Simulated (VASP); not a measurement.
# Nb (Im-3m) in VASP: notebook

Nb is run at these levels: RPBE; tasks: single point.

Everything below comes from runs of VASP 6.6.1. Logs are shortened: lines on timing, memory, paths and dates and some standing lists are left out, and cuts for length are marked.

### Step 1. The cell of the first run

Symmetry: Im-3m, No. 229, cubic system. Conventional cell: a = 3.190 Å, b = 3.190 Å, c = 3.190 Å, α = 90.00°, β = 90.00°, γ = 90.00°. Within 3.6 Å of Nb (site symmetry m-3m) lie 14 Nb at 2.76 to 3.19 Å.

### Step 2. Single point, RPBE (volume scaled by 0.88)

Contents of INCAR:

```
SYSTEM = Nb
PREC = Accurate ; ENCUT = 520
EDIFF = 1E-6 ; ISMEAR = -1
SIGMA = 0.1 ; LREAL = .False.
LASPH = .True. ; NELM = 80
ALGO = Normal ; ISIF = 2
LWAVE = .False. ; LCHARG = .False.
GGA = RP ; NBANDS = 12
```

Contents of KPOINTS:

```
Automatic mesh
0
Gamma
  22 22 22
  0 0 0
```

Contents of POSCAR:

```
Nb
1.0
   -1.5949544794      1.5949544794      1.5949544794
    1.5949544794     -1.5949544794      1.5949544794
    1.5949544794      1.5949544794     -1.5949544794
Nb
1
Direct
    0.0000000000      0.0000000000      0.0000000000
```

Potentials or basis: VASP PAW PBE potentials, release 64 (Nb_sv).

On the command line:

```sh
cat potpaw_PBE.64/Nb_sv/POTCAR > POTCAR
mpirun -np 1 vasp_std > vasp.out
```

OUTCAR:

```text
SYSTEM = Nb
   PREC = Accurate
   ENCUT = 520
   EDIFF = 1E-6
   ISMEAR = -1
   LREAL = .False.
   LASPH = .True.
   NELM = 80
   ISIF = 2
   GGA = RP

 ion  position               nearest neighbor table
   1  0.000  0.000  0.000-

  LATTYP: Found a body centered cubic cell.
 ALAT       =     3.1899089588

  Lattice vectors:

 A1 = (  -1.5949544794,   1.5949544794,   1.5949544794)
 A2 = (   1.5949544794,  -1.5949544794,   1.5949544794)
 A3 = (   1.5949544794,   1.5949544794,  -1.5949544794)

Analysis of symmetry for initial positions (statically):
=====================================================================
 Subroutine PRICEL returns:
 Original cell was already a primitive cell.

 Routine SETGRP: Setting up the symmetry group for a
 body centered cubic supercell.

 Subroutine GETGRP returns: Found 48 space group operations
 (whereof 48 operations were pure point group operations)
 out of a pool of 48 trial point group operations.

The static configuration has the point symmetry O_h .

Analysis of symmetry for dynamics (positions and initial velocities):
=====================================================================
 Subroutine PRICEL returns:
 Original cell was already a primitive cell.

 Routine SETGRP: Setting up the symmetry group for a
 body centered cubic supercell.

 Subroutine GETGRP returns: Found 48 space group operations
 (whereof 48 operations were pure point group operations)
 out of a pool of 48 trial point group operations.

The dynamic configuration has the point symmetry O_h .

 Subroutine INISYM returns: Found 48 space group operations
 (whereof 48 operations are pure point group operations),
 and found     1 'primitive' translations

----------------------------------------------------------------------------------------

                                     Primitive cell

  volume of cell :      16.2295

  direct lattice vectors                    reciprocal lattice vectors
    -1.594954479  1.594954479  1.594954479     0.000000000  0.313488571  0.313488571
     1.594954479 -1.594954479  1.594954479     0.313488571  0.000000000  0.313488571
     1.594954479  1.594954479 -1.594954479     0.313488571  0.313488571  0.000000000

  length of vectors
     2.762542194  2.762542194  2.762542194     0.443339788  0.443339788  0.443339788

  position of ions in fractional coordinates (direct lattice)
     0.000000000  0.000000000  0.000000000

  ion indices of the primitive-cell ions
   primitive index   ion index
                 1           1

----------------------------------------------------------------------------------------

 KPOINTS: Automatic mesh

Automatic generation of k-mesh.
 Grid dimensions read from file:
 generate k-points for:   22   22   22

 Generating k-lattice:

  Cartesian coordinates                     Fractional coordinates (reciprocal lattice)
     0.000000000  0.014249480  0.014249480     0.045454545  0.000000000  0.000000000
     0.014249480  0.000000000  0.014249480     0.000000000  0.045454545  0.000000000
     0.014249480  0.014249480  0.000000000     0.000000000  0.000000000  0.045454545

  Length of vectors
     0.020151809  0.020151809  0.020151809

  Shift w.r.t. Gamma in fractional coordinates (k-lattice)
     0.000000000  0.000000000  0.000000000

 Subroutine IBZKPT returns following result:
 ===========================================

 Found    328 irreducible k-points:

 Following reciprocal coordinates:
            Coordinates               Weight
  0.000000  0.000000  0.000000      1.000000
  0.045455  0.000000  0.000000     12.000000
  0.090909  0.000000  0.000000     12.000000
  0.136364  0.000000  0.000000     12.000000
  0.181818  0.000000  0.000000     12.000000
  0.227273  0.000000  0.000000     12.000000
[... 16 lines left out ...]
  0.090909  0.090909  0.000000     24.000000
  0.136364  0.090909  0.000000     48.000000
 [... further k-points ...]
   k-points           NKPTS =    328   k-points in BZ     NKDIM =    328   number of bands    NBANDS=     12
   number of dos      NEDOS =    301   number of ions     NIONS =      1
   total plane-waves  NPLWV =  13824
   dimension x,y,z NGX =    24 NGY =   24 NGZ =   24
   dimension x,y,z NGXF=    48 NGYF=   48 NGZF=   48
   ions per type =               1
   NGX,Y,Z   is equivalent  to a cutoff of  14.44, 14.44, 14.44 a.u.
   NGXF,Y,Z  is equivalent  to a cutoff of  28.89, 28.89, 28.89 a.u.
 SYSTEM =  Nb
   PREC   = accura    normal or accurate (medium, high low for compatibility)
   ISTART =      0    job   : 0-new  1-cont  2-samecut
   ICHARG =      2    charge: 1-file 2-atom 10-const
   ISPIN  =      1    spin polarized calculation?
   LNONCOLLINEAR =      F non collinear calculations
   LSORBIT =      F    spin-orbit coupling
   LASPH  =      T    aspherical Exc in radial PAW
   ENCUT  =  520.0 eV  38.22 Ry    6.18 a.u.   5.14  5.14  5.14*2*pi/ulx,y,z
   NELM   =     80;   NELMIN=  2; NELMDL= -5     # of ELM steps
   EDIFF  = 0.1E-05   stopping-criterion for ELM
   LREAL  =      F    real-space projection
[... 7 lines left out ...]
   TEBEG  =    0.0;   TEEND  =   0.0 temperature during run
   PSTRESS=    0.0 pullay stress
   NELECT =      13.0000    total number of electrons
   NUPDOWN=      -1.0000    fix difference up-down
   EMIN   =  10.00;   EMAX   =-10.00  energy-range for DOS
   EFERMI =   0.00;   METHOD = LEGACY
   ISMEAR =    -1;   SIGMA  =   0.10  broadening in eV -4-tet -1-fermi 0-gaus
   EFERMI_NEDOS =   21; number of points for ismear=-14 and -15
   IALGO  =     38    algorithm
   IMIX   =      4    mixing-type and parameters
     AMIX     =   0.40;   BMIX     =  1.00
     AMIX_MAG =   1.60;   BMIX_MAG =  1.00
  volume/ion in A,a.u.               =      16.23       109.52
  Fermi-wavevector in a.u.,A,eV,Ry     =   1.520388  2.873116 31.450935  2.311579
  Thomas-Fermi vector in A             =   2.629245
   LORBIT       =      0    0 simple, 1 ext, 2 COOP (PROOUT), +10 PAW based schemes
   GGA     = RP    functional components
   LHFCALC =     F    Hartree Fock is set to
   AEXX    =    0.0000 exact exchange contribution
   IVDW    =     0    specifies the selected vdW correction
   LEPSILON=     F    determine dielectric tensor
   LRPA    =     F    only Hartree local field effects (RPA)
 non-spin polarized calculation
  energy-cutoff  :      520.00
  volume of cell :       16.23
 maximum number of plane-waves:       466
 NGX is ok and might be reduce to    24
   NGX = 11   NGY = 11   NGZ = 11

 number of electron      12.9999999 magnetization

 Free energy of the ion-electron system (eV)
  ---------------------------------------------------
  ext. energy  EPLUGINS =         0.00000000
  ---------------------------------------------------
  free energy    TOTEN  =        -9.56008197 eV

  energy without entropy =       -9.51633750  energy(sigma->0) =       -9.53820974

 E-fermi :  12.7996     XC(G=0): -12.9865

 val. band max:       12.7989578830   @ k =   0.2727   0.1364   0.0909
 cond. band min:      12.8018154145   @ k =   0.3182   0.2273   0.0000
 fundamental gap:      0.0028575315
 Fermi energy:        12.7995847269

 k-point     1 :       0.0000    0.0000    0.0000
  band No.  band energies     occupation
      1     -41.5068      2.00000
      2     -16.5404      2.00000
      3     -16.5404      2.00000
      4     -16.5404      2.00000
      5       6.6811      2.00000
      6      13.1002      0.09425
      7      13.1002      0.09425
      8      13.1002      0.09425
      9      16.3688      0.00000
     10      16.3688      0.00000
     11      27.2547      0.00000
     12      27.2547      0.00000

 k-point     2 :       0.0455    0.0000    0.0000
  band No.  band energies     occupation
      1     -41.4996      2.00000
      2     -16.5819      2.00000
      3     -16.5526      2.00000
      4     -16.5408      2.00000
      5       6.7788      2.00000
      6      13.0375      0.16955
      7      13.0864      0.10750
      8      13.1939      0.03804
      9      16.2637      0.00000
     10      16.3673      0.00000
     11      27.3416      0.00000
     12      27.4264      0.00000

 k-point     3 :       0.0909    0.0000    0.0000
  band No.  band energies     occupation
      1     -41.4783      2.00000
      2     -16.7019      2.00000
      3     -16.5883      2.00000
      4     -16.5422      2.00000
      5       7.0614      2.00000
      6      12.8601      0.70634
      7      13.0324      0.17762
      8      13.4724      0.00239
      9      16.0158      0.00000
     10      16.3670      0.00000
     11      27.5754      0.00000
     12      27.9132      0.00000
[... 286 lines left out ...]
 k-point    23 :       0.0909    0.0909    0.0000
  band No.  band energies     occupation
      1     -41.4255      2.00000
      2     -16.9894      2.00000
      3     -16.6430      2.00000
      4     -16.5808      2.00000
      5       7.7462      2.00000
      6      12.5580      1.83611
      7      12.6731      1.55972
      8      14.2746      0.00000
      9      15.5634      0.00000
     10      16.5053      0.00000
     11      28.1200      0.00000
     12      29.0438      0.00000

 k-point    24 :       0.1364    0.0909    0.0000
  band No.  band energies     occupation
      1     -41.3836      2.00000
      2     -17.2018      2.00000
      3     -16.7106      2.00000
      4     -16.5938      2.00000
      5       8.2574      2.00000
      6      12.2787      1.98912
      7      12.4585      1.93610
      8      14.9373      0.00000
      9      15.4205      0.00000
     10      16.6280      0.00000
     11      28.4617      0.00000
     12      29.5192      0.00000

 [... further k-points ...]

------------------------ aborting loop because EDIFF is reached ----------------------------------------

  FORCE on cell =-STRESS in cart. coord.  units (eV):
  Direction    XX          YY          ZZ          XY          YZ          ZX
  --------------------------------------------------------------------------------------
  -------------------------------------------------------------------------------------
  Total        2.6482869      2.6482869      2.6482869     -0.0000000     -0.0000000      0.0000000
  in kB      261.4392246    261.4392246    261.4392246     -0.0000000     -0.0000000      0.0000000
  external PRESSURE =     261.4392246 kB  Pullay stress =       0.0000000 kB

 VOLUME and BASIS-vectors are now :
 -----------------------------------------------------------------------------
  energy-cutoff  :      520.00
  volume of cell :       16.23
      direct lattice vectors                 reciprocal lattice vectors
    -1.594954479  1.594954479  1.594954479     0.000000000  0.313488571  0.313488571
     1.594954479 -1.594954479  1.594954479     0.313488571  0.000000000  0.313488571
     1.594954479  1.594954479 -1.594954479     0.313488571  0.313488571  0.000000000

 POSITION                                       TOTAL-FORCE (eV/Angst)
 -----------------------------------------------------------------------------------
      0.00000      0.00000      0.00000         0.000000     -0.000000      0.000000
 -----------------------------------------------------------------------------------
    total drift:                                0.000000      0.000000      0.000000

  FREE ENERGIE OF THE ION-ELECTRON SYSTEM (eV)
  ---------------------------------------------------
  free  energy   TOTEN  =        -9.5600819729 eV

  energy  without entropy=       -9.5163374975  energy(sigma->0) =       -9.53820974
```

Run time: 74 s. Hardware: 1 thread of Intel Xeon 8259CL, shared host; peak memory 0.19 GiB.

Results:

- Free energy: -9.5601 eV
- Pressure: 26.1 GPa

Levels at points of the mesh, in eV from the Fermi level:
| k point | band 4 | band 5 | band 6 | band 7 | band 8 | band 9 |
| --- | --- | --- | --- | --- | --- | --- |
| (0.00, 0.00, 0.00) | -29.34 | -6.12 | 0.30 | 0.30 | 0.30 | 3.57 |
| (0.50, 0.00, 0.00) | -29.36 | -4.20 | -2.02 | 2.84 | 3.68 | 4.45 |
| (0.50, 0.50, 0.50) | -30.59 | -4.39 | -4.39 | 6.31 | 6.31 | 6.31 |

Caveat: the PAW data sets were made with another functional, which shifts forces and pressure a little.

### Step 3. Single point, RPBE (volume scaled by 0.92)

Contents of INCAR:

```
ALGO = Normal
EDIFF = 1E-7
ENCUT = 520
GGA = RP
ISIF = 2
ISMEAR = -1
LASPH = True
LCHARG = False
LREAL = False
LWAVE = False
NBANDS = 12
NELM = 80
PREC = Accurate
SIGMA = 0.1
```

Contents of KPOINTS:

```
k-points
0
Gamma
  22 22 22
```

Contents of POSCAR:

```
Nb
1.0
   -1.6187632803      1.6187632803      1.6187632803
    1.6187632803     -1.6187632803      1.6187632803
    1.6187632803      1.6187632803     -1.6187632803
Nb
1
Direct
    0.0000000000      0.0000000000      0.0000000000
```

Potentials or basis: VASP PAW PBE potentials, release 64 (Nb_sv).

On the command line:

```sh
cat potpaw_PBE.64/Nb_sv/POTCAR > POTCAR
mpirun -np 1 vasp_std > vasp.out
```

Wall time 87 s (1 thread of Intel Xeon 8259CL, shared host); peak memory 0.19 GiB.

The run converged. Its results:

- Free energy: -9.6564 eV
- Pressure: 15.7 GPa

Levels at points of the mesh, in eV from the Fermi level:
| k point | band 3 | band 4 | band 5 | band 6 | band 7 | band 8 | band 9 | band 10 |
| --- | --- | --- | --- | --- | --- | --- | --- | --- |
| (0.00, 0.00, 0.00) | -29.49 | -29.49 | -6.05 | 0.33 | 0.33 | 0.33 | 3.45 | 3.45 |
| (0.50, 0.00, 0.00) | -30.00 | -29.51 | -3.99 | -1.86 | 2.58 | 3.52 | 4.25 | 6.85 |
| (0.50, 0.50, 0.50) | -30.59 | -30.59 | -4.09 | -4.09 | 6.00 | 6.00 | 6.00 | 9.60 |

Caveat: the PAW data sets were made with another functional, which shifts forces and pressure a little.
